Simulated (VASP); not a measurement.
# Y (Fm-3m) in VASP: notebook, part 2 of 2

VASP 6.6.1.

## Step 3: Single point, r2SCAN

POSCAR

```
Y
1.0
    3.5143210000      0.0000000000      0.0000000000
    1.7571605000      3.0434912631      0.0000000000
    1.7571605000      1.0144970877      2.8694310808
Y
1
Direct
    0.0000000000      0.0000000000      0.0000000000
```

INCAR.step1

```
ALGO = Normal
EDIFF = 1E-4
ENCUT = 520
GGA = PE
ISMEAR = 1
LASPH = True
LCHARG = False
LREAL = False
LWAVE = True
NBANDS = 12
NELM = 80
PREC = Accurate
SIGMA = 0.3
```

INCAR.step2

```
ALGO = Normal
EDIFF = 1E-6
ENCUT = 520
ISIF = 2
ISMEAR = 1
ISTART = 1
LASPH = True
LCHARG = True
LELF = True
LMIXTAU = True
LREAL = False
LVHAR = True
LWAVE = False
METAGGA = R2SCAN
NBANDS = 12
NELM = 80
PREC = Accurate
SIGMA = 0.3
```

KPOINTS

```
k-points
0
Gamma
  10 10 10
```

Potentials or basis: VASP PAW PBE potentials, release 64 (Y_sv).

Command:

```
$ cat potpaw_PBE.64/Y_sv/POTCAR > POTCAR
$ cp INCAR.step1 INCAR
$ mpirun -np 1 vasp_std > vasp.out
$ cp INCAR.step2 INCAR
$ mpirun -np 1 vasp_std > vasp.out
```

Wall time 54 s (1 thread of Intel Xeon Platinum 8488C (Sapphire Rapids), shared host); peak memory 0.19 GiB.

Results (log left out):

```
Free energy : -20.1955 eV
Pressure    : 3.3 GPa
```

Levels at points of the mesh, in eV from the Fermi level:
```csv
k point,band 1,band 2,band 3,band 4,band 5,band 6,band 7,band 8,band 9,band 10
"(0.00, 0.00, 0.00)",-44.03,-23.02,-23.02,-23.02,-5.07,2.12,2.12,2.12,4.40,4.40
"(0.50, 0.00, 0.00)",-43.94,-23.74,-23.11,-23.11,-2.08,0.63,1.91,1.91,5.98,5.98
"(0.50, 0.50, 0.00)",-43.91,-23.69,-23.27,-23.27,-1.95,-0.96,2.31,6.01,6.42,6.42
```

Caveat: the PAW data sets were made with another functional, which shifts forces and pressure a little.

## Step 4: Single point, r2SCAN

POSCAR is that of step 3.

INCAR.step1

```
PREC = Accurate
ENCUT = 520
ISMEAR = 1
SIGMA = 0.2
LREAL = F
LASPH = T
NELM = 100
NBANDS = 12
GGA = PE
ALGO = Normal
EDIFF = 1E-4
LWAVE = T
LCHARG = F
```

INCAR.step2

```
PREC = Accurate
ENCUT = 520
EDIFF = 1E-6
ISMEAR = 1
SIGMA = 0.2
LREAL = F
LASPH = T
NELM = 100
ALGO = Normal
ISIF = 2
LWAVE = F
LCHARG = F
METAGGA = R2SCAN
LMIXTAU = T
NBANDS = 12
ISTART = 1
```

KPOINTS

```
regular mesh
0
Gamma
  10 10 10
```

Potentials or basis: VASP PAW PBE potentials, release 64 (Y_sv).

Command:

```
$ cat potpaw_PBE.64/Y_sv/POTCAR > POTCAR
$ cp INCAR.step1 INCAR
$ mpirun -np 1 vasp_std > vasp.out
$ cp INCAR.step2 INCAR
$ mpirun -np 1 vasp_std > vasp.out
```

OUTCAR:

```text
PREC = Accurate
   ENCUT = 520
   EDIFF = 1E-6
   ISMEAR = 1
   LREAL = F
   LASPH = T
   NELM = 100
   ISIF = 2
   METAGGA = R2SCAN
   ISTART = 1

 ion  position               nearest neighbor table
   1  0.000  0.000  0.000-

  LATTYP: Found a face centered cubic cell.
 ALAT       =     4.9700004208

  Lattice vectors:

 A1 = (   3.5143210000,   0.0000000000,   0.0000000000)
 A2 = (   1.7571605000,   3.0434912631,   0.0000000000)
[... 530 lines left out ...]
      2     -20.1315      2.00000
      3     -19.7977      2.00000
      4     -19.7740      2.00000
      5       1.4212      2.00000
      6       2.9935      2.01007
      7       4.8221     -0.00000
      8       7.6166      0.00000
      9       8.3465      0.00000
     10       9.3131      0.00000
     11      13.8164      0.00000
     12      14.8263      0.00000

 [... further k-points ...]
[... 5 lines left out ...]
  --------------------------------------------------------------------------------------
  -------------------------------------------------------------------------------------
  Total        0.6303418      0.6303418      0.6303418     -0.0000000     -0.0000000      0.0000000
  in kB       32.9061766     32.9061766     32.9061766     -0.0000000     -0.0000000      0.0000000
  external PRESSURE =      32.9061766 kB  Pullay stress =       0.0000000 kB

 VOLUME and BASIS-vectors are now :
 -----------------------------------------------------------------------------
  energy-cutoff  :      520.00
  volume of cell :       30.69
      direct lattice vectors                 reciprocal lattice vectors
     3.514321000  0.000000000  0.000000000     0.284549988 -0.164285012 -0.116167046
     1.757160500  3.043491263  0.000000000     0.000000000  0.328570025 -0.116167046
     1.757160500  1.014497088  2.869431081     0.000000000  0.000000000  0.348501139

 POSITION                                       TOTAL-FORCE (eV/Angst)
 -----------------------------------------------------------------------------------
      0.00000      0.00000      0.00000         0.000000     -0.000000      0.000000
 -----------------------------------------------------------------------------------
    total drift:                                0.000000     -0.000000     -0.000000

  FREE ENERGIE OF THE ION-ELECTRON SYSTEM (eV)
  ---------------------------------------------------
  free  energy   TOTEN  =       -20.1948526220 eV

  energy  without entropy=      -20.1925237872  energy(sigma->0) =      -20.19407634
```

It took 58 s on 1 thread of Intel Xeon Platinum 8488C (Sapphire Rapids), shared host; peak memory 0.19 GiB.

What came out:

```yaml
Free_energy: -20.1949 eV
Pressure: 3.3 GPa
```

Caveat: the PAW data sets were made with another functional, which shifts forces and pressure a little.

## Step 5: Single point, r2SCAN

POSCAR is that of step 4.

INCAR.step1

```
SYSTEM = Y
PREC = Accurate
ENCUT = 520
ISMEAR = 1
SIGMA = 0.1
LREAL = .FALSE.
LASPH = .TRUE.
NELM = 100
NBANDS = 12
GGA = PE
ALGO = Normal
EDIFF = 1E-4
LWAVE = .TRUE.
LCHARG = .FALSE.
```

INCAR.step2

```
SYSTEM = Y
PREC = Accurate
ENCUT = 520
EDIFF = 1E-7
ISMEAR = 1
SIGMA = 0.1
LREAL = .FALSE.
LASPH = .TRUE.
NELM = 100
ALGO = Normal
ISIF = 2
LWAVE = .FALSE.
LCHARG = .FALSE.
METAGGA = R2SCAN
LMIXTAU = .TRUE.
NBANDS = 12
ISTART = 1
```

KPOINTS

```
Automatic mesh
0
G
  10 10 10
  0 0 0
```

Command:

```
$ cat potpaw_PBE.64/Y_sv/POTCAR > POTCAR
$ cp INCAR.step1 INCAR
$ mpirun -np 1 vasp_std > vasp.out
$ cp INCAR.step2 INCAR
$ mpirun -np 1 vasp_std > vasp.out
```

Run time: 60 s. Hardware: 1 thread of Intel Xeon Platinum 8488C (Sapphire Rapids), shared host; peak memory 0.18 GiB.

Results (log left out):

```yaml
Free_energy: -20.1936 eV
Pressure: 3.2 GPa
```

Levels at points of the mesh, in eV from the Fermi level:
```tsv
k point	band 3	band 4	band 5	band 6	band 7	band 8
(0.00, 0.00, 0.00)	-22.99	-22.99	-5.05	2.14	2.14	2.14
(0.50, 0.00, 0.00)	-23.08	-23.08	-2.05	0.66	1.93	1.93
(0.50, 0.50, 0.00)	-23.24	-23.24	-1.93	-0.94	2.34	6.04
```

Caveat: the PAW data sets were made with another functional, which shifts forces and pressure a little.

## Step 6: Overview

| smearing | gap on the mesh (eV) | pressure (GPa) |
| --- | --- | --- |
| methfessel-paxton 0.5 eV | none | 3.5 |
| methfessel-paxton 0.3 eV | none | 3.3 |
| methfessel-paxton 0.2 eV | none | 3.3 |
| methfessel-paxton 0.1 eV | none | 3.2 |

Alike in all rows: task single point; level r2SCAN; potentials or basis VASP PAW PBE potentials, release 64 (Y_sv); no spin polarisation; cell as given; k mesh 10 × 10 × 10; cutoff (eV) 520.

Every run on the cell as given and a fine mesh finds a metal.

Caveats: the PAW data sets were made with another functional, which shifts forces and pressure a little.

Absolute energies hang on the potentials; compare differences alone.
